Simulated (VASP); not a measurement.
ZnO (zincite), 4 atoms in the cell. Symmetry: P6_3mc, No. 186, hexagonal system. Conventional cell: a = 3.230 Å, b = 3.230 Å, c = 5.213 Å, α = 90.00°, β = 90.00°, γ = 120.00°. Within 2.6 Å of Zn (site symmetry 3m) lie 4 O at 1.97 to 1.98 Å. Within 2.6 Å of O (site symmetry 3m) lie 4 Zn at 1.97 to 1.98 Å. 

- Program: VASP 6.6.1
- Task: single point
- Functional: PBEsol
- Potentials or basis: VASP PAW PBE potentials, release 64 (Zn, O)
- Cutoff: 520 eV
- k mesh: 6 × 6 × 4
- Occupations: gaussian, width 0.01 eV
- Spin: no spin polarisation
- Dipole correction: no
- Further INCAR settings: ALGO = Normal; EDIFF = 1e-06; NBANDS = 26

Potentials or basis: VASP PAW PBE potentials, release 64 (Zn, O).

Run with:

```bash
$ cat potpaw_PBE.64/Zn/POTCAR potpaw_PBE.64/O/POTCAR > POTCAR
$ mpirun -np 1 vasp_std > vasp.out
```

Hardware: 1 thread of Intel(R) Xeon(R) 6975P-C (Granite Rapids), with other jobs on the host.

Question: Estimate the wall time of this run.

Answer: It took 8.4 s on 1 thread of Intel(R) Xeon(R) 6975P-C (Granite Rapids), on a shared host, peak memory 0.16 GiB. Counts: scf iterations 13, k points 21.
